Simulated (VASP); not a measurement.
# PtSe2 (P-3m1) in VASP: a series of runs, part 2 of 2

VASP 6.6.1.

## Step 3: Single point, PBEsol

This run uses another cell than the first one, of 19.85 Å³/atom, 0.980 times its volume.

The input, INCAR:

```
ALGO = Normal
EDIFF = 1E-7
ENCUT = 520
GGA = PS
ISIF = 2
ISMEAR = 0
LASPH = T
LCHARG = F
LREAL = F
LWAVE = F
NBANDS = 18
NELM = 100
PREC = Accurate
SIGMA = 0.1
```

The input, KPOINTS:

```
k-points
0
Gamma
  9 9 7
```

The input, POSCAR:

```
PtSe2
1.0
    3.7603063796      0.0000000000      0.0000000000
   -1.8801531898      3.2565208507      0.0000000000
    0.0000000000      0.0000000000      4.8632411496
Pt Se
1 2
Direct
    0.0000000000      0.0000000000      0.0000000000
    0.3333333333      0.6666666667      0.2607783459
    0.6666666667      0.3333333333      0.7392216541
```

Potentials or basis: VASP PAW PBE potentials, release 64 (Pt, Se).

The run is started by

```sh
$ cat potpaw_PBE.64/Pt/POTCAR potpaw_PBE.64/Se/POTCAR > POTCAR
$ mpirun -np 1 vasp_std > vasp.out
```

OUTCAR:

```text
EDIFF = 1E-7
   ENCUT = 520
   GGA = PS
   ISIF = 2
   ISMEAR = 0
   LASPH = T
   LREAL = F
   NELM = 100
   PREC = Accurate

 ion  position               nearest neighbor table
   1  0.000  0.000  0.000-   2 2.51   3 2.51   2 2.51   3 2.51   3 2.51   2 2.51
   2  0.333  0.667  0.261-   1 2.51   1 2.51   1 2.51
   3  0.667  0.333  0.739-   1 2.51   1 2.51   1 2.51

  LATTYP: Found a hexagonal cell.
 ALAT       =     3.7603063796
 C/A-ratio  =     1.2933098154

  Lattice vectors:

 A1 = (   3.7603063796,   0.0000000000,   0.0000000000)
 A2 = (  -1.8801531898,   3.2565208507,   0.0000000000)
 A3 = (   0.0000000000,   0.0000000000,   4.8632411496)

Analysis of symmetry for initial positions (statically):
=====================================================================
 Subroutine PRICEL returns:
 Original cell was already a primitive cell.

 Routine SETGRP: Setting up the symmetry group for a
 hexagonal supercell.

 Subroutine GETGRP returns: Found 12 space group operations
[... 160 lines left out ...]
  ---------------------------------------------------
  ext. energy  EPLUGINS =         0.00000000
  ---------------------------------------------------
  free energy    TOTEN  =       -15.90772394 eV

  energy without entropy =      -15.90397495  energy(sigma->0) =      -15.90584945

 E-fermi :   6.5628     XC(G=0): -10.9596

 val. band max:        6.5375069258   @ k =   0.1111   0.0000   0.0000
 cond. band min:       6.6303353106   @ k =  -0.2222  -0.4444   0.1429
 fundamental gap:      0.0928283849
 Fermi energy:         6.5627839709

 k-point     1 :       0.0000    0.0000    0.0000
  band No.  band energies     occupation
      1      -9.1513      2.00000
      2      -6.0745      2.00000
      3      -0.6149      2.00000
      4       0.2179      2.00000
      5       0.2179      2.00000
      6       2.7026      2.00000
[... 481 lines left out ...]
      5       0.9384      2.00000
      6       1.4308      2.00000
[... 10 lines left out ...]
     17      14.4277      0.00000
     18      16.1765      0.00000

 [... further k-points ...]
[... 5 lines left out ...]
  --------------------------------------------------------------------------------------
  -------------------------------------------------------------------------------------
  Total        0.0271657      0.0271657      0.0209635      0.0000000      0.0000000      0.0000000
  in kB        0.7308509      0.7308509      0.5639907      0.0000000      0.0000000      0.0000000
  external PRESSURE =       0.6752309 kB  Pullay stress =       0.0000000 kB

 VOLUME and BASIS-vectors are now :
 -----------------------------------------------------------------------------
  energy-cutoff  :      520.00
  volume of cell :       59.55
      direct lattice vectors                 reciprocal lattice vectors
     3.760306380  0.000000000  0.000000000     0.265935777  0.153538093  0.000000000
    -1.880153190  3.256520851  0.000000000     0.000000000  0.307076185  0.000000000
     0.000000000  0.000000000  4.863241150     0.000000000  0.000000000  0.205624185

 POSITION                                       TOTAL-FORCE (eV/Angst)
 -----------------------------------------------------------------------------------
      0.00000      0.00000      0.00000         0.000000      0.000000     -0.000000
     -0.00000      2.17101      1.26823         0.000000      0.000000      0.004497
      1.88015      1.08551      3.59501        -0.000000     -0.000000     -0.004497
 -----------------------------------------------------------------------------------
    total drift:                                0.000000     -0.000000      0.000000

  FREE ENERGIE OF THE ION-ELECTRON SYSTEM (eV)
  ---------------------------------------------------
  free  energy   TOTEN  =       -15.9077239429 eV

  energy  without entropy=      -15.9039749521  energy(sigma->0) =      -15.90584945
```

OSZICAR:

```text
N       E                     dE             d eps       ncg     rms          rms(c)
DAV:   1     0.106199559799E+03    0.10620E+03   -0.10154E+04  2548   0.108E+03
DAV:   2    -0.116662364980E+02   -0.11787E+03   -0.11370E+03  3114   0.210E+02
DAV:   3    -0.167012355450E+02   -0.50350E+01   -0.50004E+01  2966   0.429E+01
DAV:   4    -0.167372791157E+02   -0.36044E-01   -0.36029E-01  3080   0.399E+00
DAV:   5    -0.167376323414E+02   -0.35323E-03   -0.35322E-03  2888   0.385E-01    0.127E+01
DAV:   6    -0.161585821441E+02    0.57905E+00   -0.44880E+00  2588   0.187E+01    0.776E+00
DAV:   7    -0.159342599330E+02    0.22432E+00   -0.83839E-01  2560   0.897E+00    0.382E+00
DAV:   8    -0.159104644821E+02    0.23795E-01   -0.56759E-02  2748   0.160E+00    0.815E-01
DAV:   9    -0.159077068694E+02    0.27576E-02   -0.65753E-03  2688   0.753E-01    0.197E-01
DAV:  10    -0.159077272727E+02   -0.20403E-04   -0.10780E-03  2788   0.199E-01    0.355E-02
DAV:  11    -0.159077242069E+02    0.30658E-05   -0.45336E-05  3128   0.561E-02    0.226E-02
DAV:  12    -0.159077238948E+02    0.31206E-06   -0.35911E-06  2754   0.131E-02    0.370E-03
DAV:  13    -0.159077239429E+02   -0.48049E-07   -0.54844E-07  3046   0.481E-03
   1 F= -.15907724E+02 E0= -.15905849E+02  d E =-.374899E-02
```

It took 54 s on 1 thread of Intel Xeon Platinum 8375C at 2.90GHz (Ice Lake), shared host; peak memory 0.22 GiB.

What came out:

```yaml
Free_energy: -15.9077 eV
Pressure: 0.1 GPa
Largest_force: 0.004 eV/Å
Band_gap_on_the_k_mesh: zero (band 11 reaches 7.31 eV, above the bottom of band 12 at 6.52 eV)
```

Forces in eV/Å, atoms in the order of the input:
```
Pt   0.000  0.000  0.000
Se   0.000  0.000  0.004
Se   0.000  0.000 -0.004
```

Levels at points of the mesh, in eV from the Fermi level:
```tsv
k point	band 9	band 10	band 11	band 12	band 13	band 14
(0.00, 0.00, 0.00)	-1.02	-1.02	0.74	1.19	1.19	3.27
```

Caveat: the PAW data sets were made with another functional, which shifts forces and pressure a little; spin-orbit coupling is left out, which moves the levels of the heavy elements.

## Step 4: Single point, PBEsol

This run uses another cell than the first one, of 19.85 Å³/atom, 0.980 times its volume.

The input, INCAR:

```
SYSTEM = PtSe2
ALGO     = Normal         ! electronic algorithm
EDIFF    = 1E-6           ! SCF threshold, eV
ENCUT    = 520            ! plane-wave cutoff, eV
GGA      = PS             ! functional
ISIF     = 2              ! what is computed and relaxed
ISMEAR   = 0              ! smearing method
LASPH    = .True.         ! aspherical terms in the spheres
LCHARG   = .False.        ! write CHGCAR
LREAL    = .False.        ! projectors in reciprocal space
LWAVE    = .False.        ! write WAVECAR
NBANDS   = 18             ! bands
NELM     = 80             ! most SCF steps
PREC     = Accurate       ! precision mode
SIGMA    = 0.1            ! smearing width, eV
```

The input, KPOINTS:

```
k-points
0
Gamma
  15 15 8
  0 0 0
```

POSCAR is that of step 3.

The run is started by

```sh
$ cat potpaw_PBE.64/Pt/POTCAR potpaw_PBE.64/Se/POTCAR > POTCAR
$ mpirun -np 1 vasp_std > vasp.out
```

Wall time 2.3 min (1 thread of Intel Xeon Platinum 8375C at 2.90GHz (Ice Lake), shared host); peak memory 0.33 GiB.

The run converged. Its results:

```
Free energy            : -15.9079 eV
Pressure               : 0.1 GPa
Largest force          : 0.015 eV/Å
Band gap on the k mesh : zero (band 11 reaches 7.30 eV, above the bottom of band 12 at 6.48 eV)
```

Forces in eV/Å, atoms in the order of the input:
```
Pt   0.000  0.000  0.000
Se   0.000  0.000  0.015
Se   0.000  0.000 -0.015
```

Levels at points of the mesh, in eV from the Fermi level:
| k point | band 9 | band 10 | band 11 | band 12 | band 13 | band 14 |
| --- | --- | --- | --- | --- | --- | --- |
| (0.00, 0.00, 0.00) | -1.01 | -1.01 | 0.75 | 1.20 | 1.20 | 3.28 |
| (0.00, 0.00, 0.50) | -1.67 | -1.64 | -1.64 | 2.36 | 2.36 | 4.87 |

Caveat: the PAW data sets were made with another functional, which shifts forces and pressure a little; spin-orbit coupling is left out, which moves the levels of the heavy elements.

## Step 5: Summary

| cell | k mesh | gap on the mesh (eV) | pressure (GPa) | largest force (eV/Å) |
| --- | --- | --- | --- | --- |
| a = 3.724, b = 3.724, c = 5.062 Å, angles 90.0, 90.0, 120.0°, 3 atoms | 6 × 6 × 4 | none | 2.2 | 0.35 |
| a = 3.760, b = 3.760, c = 4.863 Å, angles 90.0, 90.0, 120.0°, 3 atoms | 9 × 9 × 7 | none | 0.1 | - |
| a = 3.760, b = 3.760, c = 4.863 Å, angles 90.0, 90.0, 120.0°, 3 atoms | 15 × 15 × 8 | none | 0.1 | 0.02 |

Alike in all rows: task single point; level PBEsol; potentials or basis VASP PAW PBE potentials, release 64 (Pt, Se); no spin polarisation; cutoff (eV) 520; smearing gaussian 0.1 eV.

Caveats: the PAW data sets were made with another functional, which shifts forces and pressure a little; spin-orbit coupling is left out, which moves the levels of the heavy elements.

Absolute energies hang on the potentials; compare differences alone.
